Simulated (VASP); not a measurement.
# BN (Cm) in VASP: notebook

BN is run at these levels: PBE; tasks: single point.

Program: VASP 6.6.1. These are calculated values, not measurements. Logs are shortened: lines on timing, memory, paths and dates and some standing lists are left out, and cuts for length are marked.

## (1) The cell of the first run

It takes space group Cm (No. 8, monoclinic). Conventional cell: a = 4.441 Å, b = 2.564 Å, c = 2.564 Å, α = 90.00°, β = 125.26°, γ = 90.00°. B (site symmetry m) has 1 N at 1.20 Å within 1.6 Å. N (site symmetry m) has 1 B at 1.20 Å within 1.6 Å.

## (2) Single point, PBE (all N atoms moved -0.500 Å, as atom 2 along Cartesian [1 1 0])

File INCAR:

```
PREC = Accurate ; ENCUT = 520
EDIFF = 1E-6 ; ISMEAR = 0
SIGMA = 0.05 ; LREAL = F
LASPH = T ; NELM = 60
ALGO = Normal ; ISIF = 2
LWAVE = F ; LCHARG = F
GGA = PE ; NBANDS = 11
```

File KPOINTS:

```
regular mesh
0
Gamma
  12 12 12
```

File POSCAR:

```
BN
1.0
    0.0000000000      1.8130010000      1.8130010000
    1.8130010000      0.0000000000      1.8130010000
    1.8130010000      1.8130010000      0.0000000000
B N
1 1
Direct
    0.0000000000      0.0000000000      0.0000000000
    0.7500000000      0.7500000000      0.5549899638
```

Potentials or basis: VASP PAW PBE potentials, release 64 (B, N).

Run with:

```bash
$ cat potpaw_PBE.64/B/POTCAR potpaw_PBE.64/N/POTCAR > POTCAR
$ mpirun -np 1 vasp_std > vasp.out
```

OUTCAR:

```text
PREC = Accurate
   ENCUT = 520
   EDIFF = 1E-6
   ISMEAR = 0
   LREAL = F
   LASPH = T
   NELM = 60
   ISIF = 2
   GGA = PE

 ion  position               nearest neighbor table
   1  0.000  0.000  0.000-   2 1.20   2 1.65   2 1.65
   2  0.750  0.750  0.555-   1 1.20   1 1.65   1 1.65

  LATTYP: Found a face centered cubic cell.
 ALAT       =     3.6260020000

  Lattice vectors:

 A1 = (   0.0000000000,   1.8130010000,   1.8130010000)
 A2 = (   1.8130010000,   0.0000000000,   1.8130010000)
 A3 = (   1.8130010000,   1.8130010000,   0.0000000000)

Analysis of symmetry for initial positions (statically):
=====================================================================
 Subroutine PRICEL returns:
 Original cell was already a primitive cell.

 Routine SETGRP: Setting up the symmetry group for a
 face centered cubic supercell.

 Subroutine GETGRP returns: Found  2 space group operations
 (whereof  2 operations were pure point group operations)
 out of a pool of 48 trial point group operations.

The static configuration has the point symmetry C_1h.

Analysis of symmetry for dynamics (positions and initial velocities):
=====================================================================
 Subroutine PRICEL returns:
 Original cell was already a primitive cell.

 Routine SETGRP: Setting up the symmetry group for a
 face centered cubic supercell.

 Subroutine GETGRP returns: Found  2 space group operations
 (whereof  2 operations were pure point group operations)
 out of a pool of 48 trial point group operations.

The dynamic configuration has the point symmetry C_1h.

 Subroutine INISYM returns: Found  2 space group operations
 (whereof  2 operations are pure point group operations),
 and found     1 'primitive' translations

----------------------------------------------------------------------------------------

                                     Primitive cell

  volume of cell :      11.9186

  direct lattice vectors                    reciprocal lattice vectors
     0.000000000  1.813001000  1.813001000    -0.275785838  0.275785838  0.275785838
     1.813001000  0.000000000  1.813001000     0.275785838 -0.275785838  0.275785838
     1.813001000  1.813001000  0.000000000     0.275785838  0.275785838 -0.275785838

  length of vectors
     2.563970603  2.563970603  2.563970603     0.477675083  0.477675083  0.477675083

  position of ions in fractional coordinates (direct lattice)
     0.000000000  0.000000000  0.000000000
     0.750000000  0.750000000  0.554989964

  ion indices of the primitive-cell ions
   primitive index   ion index
                 1           1
                 2           2

----------------------------------------------------------------------------------------

 KPOINTS: regular mesh

Automatic generation of k-mesh.
 Grid dimensions read from file:
 generate k-points for:   12   12   12

 Generating k-lattice:

  Cartesian coordinates                     Fractional coordinates (reciprocal lattice)
    -0.022982153  0.022982153  0.022982153     0.083333333  0.000000000  0.000000000
     0.022982153 -0.022982153  0.022982153     0.000000000  0.083333333  0.000000000
     0.022982153  0.022982153 -0.022982153     0.000000000  0.000000000  0.083333333

  Length of vectors
     0.039806257  0.039806257  0.039806257

  Shift w.r.t. Gamma in fractional coordinates (k-lattice)
     0.000000000  0.000000000  0.000000000

 Subroutine IBZKPT returns following result:
 ===========================================

 Found    476 irreducible k-points:

 Following reciprocal coordinates:
            Coordinates               Weight
  0.000000  0.000000  0.000000      1.000000
  0.083333  0.000000  0.000000      4.000000
  0.000000  0.000000  0.083333      2.000000
  0.083333  0.083333  0.083333      2.000000
  0.166667  0.000000  0.000000      4.000000
  0.000000  0.000000  0.166667      2.000000
[... 16 lines left out ...]
  0.000000  0.166667  0.083333      4.000000
  0.083333  0.000000  0.166667      4.000000
 [... further k-points ...]
   k-points           NKPTS =    476   k-points in BZ     NKDIM =    476   number of bands    NBANDS=     11
   number of dos      NEDOS =    301   number of ions     NIONS =      2
   total plane-waves  NPLWV =   8000
   dimension x,y,z NGX =    20 NGY =   20 NGZ =   20
   dimension x,y,z NGXF=    40 NGYF=   40 NGZF=   40
   ions per type =               1   1
   NGX,Y,Z   is equivalent  to a cutoff of  12.97, 12.97, 12.97 a.u.
   NGXF,Y,Z  is equivalent  to a cutoff of  25.94, 25.94, 25.94 a.u.
 SYSTEM =  unknown system
   PREC   = accura    normal or accurate (medium, high low for compatibility)
   ISTART =      0    job   : 0-new  1-cont  2-samecut
   ICHARG =      2    charge: 1-file 2-atom 10-const
   ISPIN  =      1    spin polarized calculation?
   LNONCOLLINEAR =      F non collinear calculations
   LSORBIT =      F    spin-orbit coupling
   LASPH  =      T    aspherical Exc in radial PAW
   ENCUT  =  520.0 eV  38.22 Ry    6.18 a.u.   4.77  4.77  4.77*2*pi/ulx,y,z
   NELM   =     60;   NELMIN=  2; NELMDL= -5     # of ELM steps
   EDIFF  = 0.1E-05   stopping-criterion for ELM
   LREAL  =      F    real-space projection
   EDIFFG = 0.1E-04   stopping-criterion for IOM
   NSW    =      0    number of steps for IOM
   IBRION =     -1    ionic relax: 0-MD 1-quasi-New 2-CG
   NFREE  =      0    steps in history (QN), initial steepest desc. (CG)
   ISIF   =      2    stress and relaxation
   ISYM   =      2    0-nonsym 1-usesym 2-fastsym
   POTIM  = 0.5000    time-step for ionic-motion
   TEBEG  =    0.0;   TEEND  =   0.0 temperature during run
   PSTRESS=    0.0 pullay stress
   NELECT =       8.0000    total number of electrons
   NUPDOWN=      -1.0000    fix difference up-down
   EMIN   =  10.00;   EMAX   =-10.00  energy-range for DOS
   EFERMI =   0.00;   METHOD = LEGACY
   ISMEAR =     0;   SIGMA  =   0.05  broadening in eV -4-tet -1-fermi 0-gaus
   EFERMI_NEDOS =   21; number of points for ismear=-14 and -15
   IALGO  =     38    algorithm
   IMIX   =      4    mixing-type and parameters
     AMIX     =   0.40;   BMIX     =  1.00
     AMIX_MAG =   1.60;   BMIX_MAG =  1.00
  volume/ion in A,a.u.               =       5.96        40.22
  Fermi-wavevector in a.u.,A,eV,Ry     =   1.433387  2.708709 27.954506  2.054598
  Thomas-Fermi vector in A             =   2.552911
   LORBIT       =      0    0 simple, 1 ext, 2 COOP (PROOUT), +10 PAW based schemes
   GGA     = PE    functional components
   LHFCALC =     F    Hartree Fock is set to
   AEXX    =    0.0000 exact exchange contribution
   IVDW    =     0    specifies the selected vdW correction
   LEPSILON=     F    determine dielectric tensor
   LRPA    =     F    only Hartree local field effects (RPA)
 non-spin polarized calculation
 Gauss-broadening in eV      SIGMA  =   0.05
  energy-cutoff  :      520.00
  volume of cell :       11.92
 maximum number of plane-waves:       332
   NGX =  9   NGY =  9   NGZ =  9

 number of electron       7.9999999 magnetization

 Free energy of the ion-electron system (eV)
  ---------------------------------------------------
  ext. energy  EPLUGINS =         0.00000000
  ---------------------------------------------------
  free energy    TOTEN  =       -14.52377940 eV

  energy without entropy =      -14.52377940  energy(sigma->0) =      -14.52377940

 E-fermi :   8.5083     XC(G=0): -12.7382

 val. band max:        8.1306375453   @ k =   0.0000  -0.1667   0.0833
 cond. band min:       8.7964707842   @ k =   0.5000   0.5000   0.0000
 fundamental gap:      0.6658332389
 Fermi energy:         8.5083040722

 k-point     1 :       0.0000    0.0000    0.0000
  band No.  band energies     occupation
      1     -13.0177      2.00000
      2       2.6821      2.00000
      3       7.9311      2.00000
      4       7.9729      2.00000
      5      14.6818      0.00000
      6      16.0246      0.00000
      7      17.8516      0.00000
      8      22.4771      0.00000
      9      28.8164      0.00000
     10      32.6873      0.00000
     11      34.6610      0.00000

 k-point     2 :       0.0833    0.0000    0.0000
  band No.  band energies     occupation
      1     -12.8575      2.00000
      2       2.4741      2.00000
      3       7.2012      2.00000
      4       7.9919      2.00000
      5      14.5807      0.00000
      6      16.5950      0.00000
      7      17.5931      0.00000
      8      23.0702      0.00000
      9      28.8681      0.00000
     10      32.2315      0.00000
     11      33.1672      0.00000

 k-point     3 :       0.0000    0.0000    0.0833
  band No.  band energies     occupation
      1     -12.8676      2.00000
      2       2.3093      2.00000
      3       7.5202      2.00000
      4       7.8649      2.00000
      5      15.4032      0.00000
      6      16.0621      0.00000
      7      17.6545      0.00000
      8      22.6706      0.00000
      9      28.6660      0.00000
     10      32.1666      0.00000
     11      32.2639      0.00000

 k-point     4 :       0.0833    0.0833    0.0833
  band No.  band energies     occupation
      1     -12.8508      2.00000
      2       2.5892      2.00000
      3       7.1394      2.00000
      4       7.8503      2.00000
      5      14.6599      0.00000
      6      16.3074      0.00000
      7      17.9326      0.00000
      8      22.6604      0.00000
      9      29.0064      0.00000
     10      32.3171      0.00000
     11      33.4534      0.00000

 k-point     5 :       0.1667    0.0000    0.0000
  band No.  band energies     occupation
      1     -12.3850      2.00000
      2       1.8119      2.00000
      3       5.7151      2.00000
      4       7.9121      2.00000
      5      14.4358      0.00000
      6      16.9134      0.00000
      7      17.9432      0.00000
      8      24.3543      0.00000
      9      28.8920      0.00000
     10      30.7981      0.00000
     11      31.8669      0.00000
[... 211 lines left out ...]
 k-point    21 :       0.0000    0.0833    0.0833
  band No.  band energies     occupation
      1     -12.8023      2.00000
      2       2.3897      2.00000
      3       7.2807      2.00000
      4       7.6855      2.00000
      5      14.4579      0.00000
      6      16.6138      0.00000
      7      17.9958      0.00000
      8      22.9677      0.00000
      9      28.5191      0.00000
     10      31.8829      0.00000
     11      33.0825      0.00000

 k-point    22 :       0.1667    0.0833    0.0000
  band No.  band energies     occupation
      1     -12.4510      2.00000
      2       1.9603      2.00000
      3       6.0449      2.00000
      4       7.5655      2.00000
      5      15.6871      0.00000
      6      16.1277      0.00000
      7      17.4288      0.00000
      8      23.6525      0.00000
      9      28.5193      0.00000
     10      31.0556      0.00000
     11      33.9983      0.00000

 k-point    23 :       0.0000    0.1667    0.0833
  band No.  band energies     occupation
      1     -12.4226      2.00000
      2       2.0111      2.00000
      3       6.1492      2.00000
      4       7.3670      2.00000
      5      13.9125      0.00000
      6      17.3611      0.00000
      7      17.9964      0.00000
      8      24.1389      0.00000
      9      27.9814      0.00000
     10      31.4793      0.00000
     11      33.5199      0.00000

 k-point    24 :       0.0833    0.0000    0.1667
  band No.  band energies     occupation
      1     -12.4526      2.00000
      2       1.6239      2.00000
      3       6.7373      2.00000
      4       7.1950      2.00000
      5      15.3403      0.00000
      6      16.5742      0.00000
      7      18.3559      0.00000
      8      23.1060      0.00000
      9      27.5668      0.00000
     10      30.8473      0.00000
     11      32.9582      0.00000

 [... further k-points ...]

------------------------ aborting loop because EDIFF is reached ----------------------------------------

  FORCE on cell =-STRESS in cart. coord.  units (eV):
  Direction    XX          YY          ZZ          XY          YZ          ZX
  --------------------------------------------------------------------------------------
  -------------------------------------------------------------------------------------
  Total        4.2848328      4.2848328      8.5059344      4.5376160     -2.1306020     -2.1306019
  in kB      575.9971568    575.9971568   1143.4271052    609.9780351   -286.4103951   -286.4103898
  external PRESSURE =     765.1404730 kB  Pullay stress =       0.0000000 kB

 VOLUME and BASIS-vectors are now :
 -----------------------------------------------------------------------------
  energy-cutoff  :      520.00
  volume of cell :       11.92
      direct lattice vectors                 reciprocal lattice vectors
     0.000000000  1.813001000  1.813001000    -0.275785838  0.275785838  0.275785838
     1.813001000  0.000000000  1.813001000     0.275785838 -0.275785838  0.275785838
     1.813001000  1.813001000  0.000000000     0.275785838  0.275785838 -0.275785838

 POSITION                                       TOTAL-FORCE (eV/Angst)
 -----------------------------------------------------------------------------------
      0.00000      0.00000      0.00000        -8.445730     -8.445730     12.039755
      2.36595      2.36595      2.71950         8.445730      8.445730    -12.039755
 -----------------------------------------------------------------------------------
    total drift:                                0.000300      0.000300     -0.000348

  FREE ENERGIE OF THE ION-ELECTRON SYSTEM (eV)
  ---------------------------------------------------
  free  energy   TOTEN  =       -14.5237793982 eV

  energy  without entropy=      -14.5237793982  energy(sigma->0) =      -14.52377940
```

Wall time 50 s (1 thread of AMD EPYC 9R45 (Zen 5), shared host); peak memory 0.13 GiB.

Results:

```
Free energy            : -14.5238 eV
Pressure               : 76.5 GPa
Largest force          : 16.959 eV/Å
Band gap on the k mesh : 0.67 eV, indirect (least direct gap 4.07 eV)
```

Forces on the atoms (eV/Å):
```
B    -8.446  -8.446  12.040
N     8.446   8.446 -12.040
```

Stress tensor (GPa, compression positive):
```
 57.60  61.00 -28.64
 61.00  57.60 -28.64
-28.64 -28.64 114.34
```

Caveat: the cell differs from its parent crystal (all N atoms moved -0.500 Å, as atom 2 along Cartesian [1 1 0]); forces of over 1 eV/Å act on the atoms, so gaps and moduli don't describe the material at rest. A k mesh can miss the band edges.

[end of part 1 of 2]
